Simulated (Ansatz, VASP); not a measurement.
# Two plane-wave programs on Zn5BiO

INCAR

```
ALGO = Normal
EDIFF = 1E-7
EDIFFG = -0.08
ENCUT = 600
GGA = PE
IBRION = 2
ISIF = 3
ISMEAR = 0
LASPH = T
LCHARG = F
LREAL = F
LWAVE = F
NELM = 60
NSW = 36
PREC = Accurate
SIGMA = 0.2
```

File KPOINTS:

```
k-points
0
Gamma
  4 4 4
```

Contents of POSCAR:

```
Zn5BiO
1.0
    0.0000000000      3.7800000000      3.7800000000
    3.7800000000      0.0000000000      3.7800000000
    3.7800000000      3.7800000000      0.0000000000
Zn Bi O
5 1 1
Direct
    0.6400000000      0.6400000000      0.6400000000
    0.0800000000      0.6400000000      0.6400000000
    0.6400000000      0.0800000000      0.6400000000
    0.6400000000      0.6400000000      0.0800000000
    0.2500000000      0.2500000000      0.2500000000
    0.0000000000      0.0000000000      0.0000000000
    0.5000000000      0.5000000000      0.5000000000
```

Input for Ansatz:

```yaml
crystal:
  lattice:
    - [0.0, 3.78, 3.78]
    - [3.78, 0.0, 3.78]
    - [3.78, 3.78, 0.0]
  atoms:
    - { symbol: Zn, position: [0.64, 0.64, 0.64] }
    - { symbol: Zn, position: [0.08, 0.64, 0.64] }
    - { symbol: Zn, position: [0.64, 0.08, 0.64] }
    - { symbol: Zn, position: [0.64, 0.64, 0.08] }
    - { symbol: Zn, position: [0.25, 0.25, 0.25] }
    - { symbol: Bi, position: [0.0, 0.0, 0.0] }
    - { symbol: O, position: [0.5, 0.5, 0.5] }
basis:
  ecutwfc: 420
kpoints:
  mp_grid: { grid: [4, 4, 4] }
hamiltonian:
  xc: pbe
scf:
  occupations: { method: gaussian, width: 0.2 }
  lower_state_search: "off"
output:
  forces: true
  stress: true
  eigenvalues: true
relax:
  adjacent_minimum: "off"
  f_tol: 0.08
  max_steps: 16
  cell: { stress_tol: 0.8 }
```

Alike in both runs: task relaxation of cell and atoms; functional PBE; k mesh 4 × 4 × 4; occupations gaussian, width 0.2 eV; no spin polarisation.

|  | VASP | Ansatz |
| --- | --- | --- |
| version | VASP 6.6.1 | Ansatz 0.2.0 |
| potentials or method | VASP PAW PBE potentials, release 64 (Zn, Bi_d, O), cutoff 600 eV | scalar-relativistic, plane waves, PAW |
| valence electrons in the cell | 81 | 81 |

Ansatz gave:

| Quantity | Value |
| --- | --- |
| gap on the k mesh at the Fermi level, each at its own relaxed structure (eV) | none |
| relaxed volume (Å³/atom) | 19.14 |
| relaxed cell length with the largest relative difference (Å) | 5.744 |

What did VASP give for the same quantities?

gap on the k mesh at the Fermi level, each at its own relaxed structure (eV): none; relaxed volume (Å³/atom): 19.24; relaxed cell length with the largest relative difference (Å): 5.754.

A gap of «none» marks a metal or a gap that the smearing closes.

Neither program's run includes spin-orbit coupling. Noted on VASP's run: the volume moved by over 15 % at a fixed basis, so the end points are rough.
